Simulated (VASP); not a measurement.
A run of VASP 6.6.1 is set up as follows.

The input INCAR:

```
  PREC = Accurate
  ENCUT = 600
  EDIFF = 1E-6
  ISMEAR = 0
  SIGMA = 0.1
  LREAL = F
  LASPH = T
  NELM = 60
  ALGO = Fast
  ISIF = 3
  LWAVE = F
  LCHARG = F
  GGA = PE
  IBRION = 2
  NSW = 90
  EDIFFG = -0.04
```

The input KPOINTS:

```
regular mesh
0
Gamma
  6 6 4
```

The input POSCAR:

```
TiIn5
1.0
    5.4376978165      0.0000000000      0.0000000000
   -2.7188489082      4.7091844472      0.0000000000
    0.0000000000      0.0000000000      5.6980565460
Ti In
1 5
Direct
    0.0000000000      0.0000000000      0.5000000000
    0.6666666667      0.3333333333      0.5000000000
    0.3165788322      0.0000000000      0.0000000000
    0.6834211678      0.6834211678      0.0000000000
    0.0000000000      0.3165788322      0.0000000000
    0.3333333333      0.6666666667      0.5000000000
```

Potentials or basis: VASP PAW PBE potentials, release 64 (Ti_sv, In_d).

Run with:

```bash
$ cat potpaw_PBE.64/Ti_sv/POTCAR potpaw_PBE.64/In_d/POTCAR > POTCAR
$ mpirun -np 1 vasp_std > vasp.out
```

Task: Predict the space group after relaxing (to 0.1 Å).

Result: P-62m (No. 189).

Task: Estimate the band gap on the k mesh.

Result: Zero (an odd number of electrons rules out a gap without spin polarisation).

Task: Predict the relaxed volume.

Result: 24.56 Å³/atom.

Stress tensor (GPa, compression positive):
```
-0.14  0.00  0.00
 0.00 -0.14  0.00
 0.00  0.00 -0.23
```

Caveat: a cell axis changed by over 15 % at a fixed basis, so the end point is rough; spin-orbit coupling is left out, which moves the levels of the heavy elements.
